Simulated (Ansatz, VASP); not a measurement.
HfN in VASP and in Ansatz

INCAR

```
SYSTEM = HfN
ALGO = Normal ; EDIFF = 1E-6
ENCUT = 520 ; GGA = PS
ISIF = 2 ; ISMEAR = -1
LASPH = .True. ; LCHARG = .False.
LREAL = .False. ; LWAVE = .False.
NBANDS = 14 ; NELM = 80
PREC = Accurate ; SIGMA = 0.1
```

Contents of KPOINTS:

```
k-points
0
Gamma
  10 10 10
  0 0 0
```

Contents of POSCAR:

```
HfN
1.0
    0.0000000000      2.4383461881      2.4383461881
    2.4383461881      0.0000000000      2.4383461881
    2.4383461881      2.4383461881      0.0000000000
Hf N
1 1
Direct
    0.0000000000      0.0000000000      0.0000000000
    0.7500000000      0.7500000000      0.7500000000
```

Input for Ansatz:

```yaml
crystal:
  lattice:
    - [0.0, 2.4383461881379733, 2.4383461881379733]
    - [2.4383461881379733, 0.0, 2.4383461881379733]
    - [2.4383461881379733, 2.4383461881379733, 0.0]
  atoms:
    - { symbol: Hf, position: [0.0, 0.0, 0.0] }
    - { symbol: "N", position: [0.75, 0.75, 0.75] }
basis:
  ecutwfc: 500.0
kpoints:
  mp_grid:
    grid: [10, 10, 10]
hamiltonian:
  xc: pbesol
scf:
  convergence:
    dr2_threshold: 1.0e-09
  occupations:
    method: fermi_dirac
    width: 0.1
output:
  stress: true
```

Alike in both runs: task single point; functional PBEsol; k mesh 10 × 10 × 10; occupations fermi-dirac, width 0.1 eV; no spin polarisation.

|  | VASP | Ansatz |
| --- | --- | --- |
| version | VASP 6.6.1 | Ansatz 0.2.0 |
| potentials or method | VASP PAW PBE potentials, release 64 (Hf_pv, N), cutoff 520 eV | plane waves, PAW |
| valence electrons in the cell | 15 | 31 |

```csv
,VASP,Ansatz,Ansatz less VASP
pressure (GPa),-2.0,-1.1,+0.85
```

VASP's potentials were made for PBE, not for PBEsol. VASP's potentials hold 15 valence electrons a cell and Ansatz's 31, so a difference there can come from the potentials and not from the codes. Ansatz's warnings: stress scf threshold loose.

Spin-orbit coupling is off throughout.
